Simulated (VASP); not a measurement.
A run of VASP 6.6.1 is set up as follows.

File INCAR:

```
SYSTEM = MgF2
PREC = Accurate
ENCUT = 600
EDIFF = 1E-7
ISMEAR = 0
SIGMA = 0.01
LREAL = .False.
LASPH = .True.
NELM = 120
ALGO = Normal
ISIF = 3
LWAVE = .False.
LCHARG = .False.
GGA = PE
IBRION = 2
NSW = 60
EDIFFG = -0.01
GGA_COMPAT = .False.
NELMIN = 4
```

KPOINTS

```
Automatic mesh
0
Gamma
  4 4 6
  0 0 0
```

File POSCAR:

```
MgF2
1.0
    4.6250000000      0.0000000000      0.0000000000
    0.0000000000      4.6250000000      0.0000000000
    0.0000000000      0.0000000000      3.0520000000
Mg F
2 4
Direct
    0.0000000000      0.0000000000      0.0000000000
    0.5000000000      0.5000000000      0.5000000000
    0.3030000000      0.3030000000      0.0000000000
    0.1970000000      0.8030000000      0.5000000000
    0.6970000000      0.6970000000      0.0000000000
    0.8030000000      0.1970000000      0.5000000000
```

Potentials or basis: VASP PAW PBE potentials, release 64 (Mg, F).

Launch:

```sh
$ cat potpaw_PBE.64/Mg/POTCAR potpaw_PBE.64/F/POTCAR > POTCAR
$ mpirun -np 1 vasp_std > vasp.out
```

Question: What does it give for the relaxed volume?

Answer: 11.26 Å³/atom.

Question: Predict the band gap on the k mesh.

Answer: 6.86 eV.

Final structure:
```
Mg F
1.0
     4.68130    0.00000    0.00000
     0.00000    4.68130    0.00000
     0.00000    0.00000    3.08363
Mg F
2 4
Direct
  0.00000 0.00000 0.00000
  0.50000 0.50000 0.50000
  0.30337 0.30337 0.00000
  0.19663 0.80337 0.50000
  0.69663 0.69663 0.00000
  0.80337 0.19663 0.50000
```

PBE gaps usually lie below the measured ones, often by a third to a half. PBE usually gives volumes a little too large and moduli too small.
